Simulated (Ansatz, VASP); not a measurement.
## PtSe2 in VASP and in Ansatz

The input INCAR:

```
SYSTEM = PtSe2
ALGO = Normal
EDIFF = 1E-7
EDIFFG = -0.01
ENCUT = 450
GGA = LIBXC
GGA_COMPAT = .False.
IBRION = 2
ISIF = 2
ISMEAR = 1
ISPIN = 2
KPAR = 4
LASPH = .True.
LCHARG = .False.
LIBXC1 = GGA_X_PBE
LIBXC2 = GGA_C_PBE_SOL
LMAXMIX = 4
LORBIT = 11
LREAL = .False.
LWAVE = .False.
MAGMOM = -0.21 0 0
NELM = 200
NELMIN = 4
NSW = 80
PREC = Accurate
SIGMA = 0.01
```

The input KPOINTS:

```
k-points
0
Gamma
  6 6 4
  0 0 0
```

Contents of POSCAR:

```
PtSe2
1.0
    3.7240000000      0.0000000000      0.0000000000
   -1.8620000000      3.2250786037      0.0000000000
    0.0000000000      0.0000000000      5.0620000000
Pt Se
1 2
Direct
    0.0121360000     -0.0066680000     -0.0003250000
    0.6631780000      0.3263240000      0.7492170000
    0.3367620000      0.6779510000      0.2360350000
```

File input.yaml:

```yaml
crystal:
  lattice:
    - [3.724, 0.0, 0.0]
    - [-1.862, 3.2250786037, 0.0]
    - [0.0, 0.0, 5.062]
  atoms:
    - { symbol: Pt, position: [0.012136, -0.006668, -0.000325], spin: -0.21 }
    - { symbol: Se, position: [0.663178, 0.326324, 0.749217] }
    - { symbol: Se, position: [0.336762, 0.677951, 0.236035] }
kpoints:
  mp_grid: { grid: [6, 6, 4] }
scf:
  occupations: { method: methfessel_paxton, width: 0.01 }
  lower_state_search: "off"
hamiltonian:
  xc: { exchange: pbe, correlation: pbesol }
  pseudopotentials:
    kind: all_electron
    lapw: { basis_error: 0.003 }
    dirac_shells: { Pt: ["4p", "4d"], Se: ["3p"] }
magnetization:
  spin_polarized: true
output:
  forces: true
  stress: true
relax:
  f_tol: 0.01
  max_steps: 60
```

Alike in both runs: task relaxation of the atoms; functional pbe exchange, pbesol correlation; k mesh 6 × 6 × 4; occupations methfessel-paxton of order 1, width 0.01 eV; collinear spin.

|  | VASP | Ansatz |
| --- | --- | --- |
| version | VASP 6.6.1 | Ansatz 0.2.0 |
| potentials or method | VASP PAW PBE potentials, release 64 (Pt, Se), cutoff 450 eV | all-electron LAPW, inner shells corrected to Dirac's equation |

```csv
,VASP,Ansatz,Ansatz less VASP
net moment per atom (μB),0.00,0.00,0.000
```

VASP's potentials were made for PBE, not for pbe exchange, pbesol correlation. Ansatz ran all-electron here, and VASP with PAW potentials.

Spin-orbit coupling is off throughout.
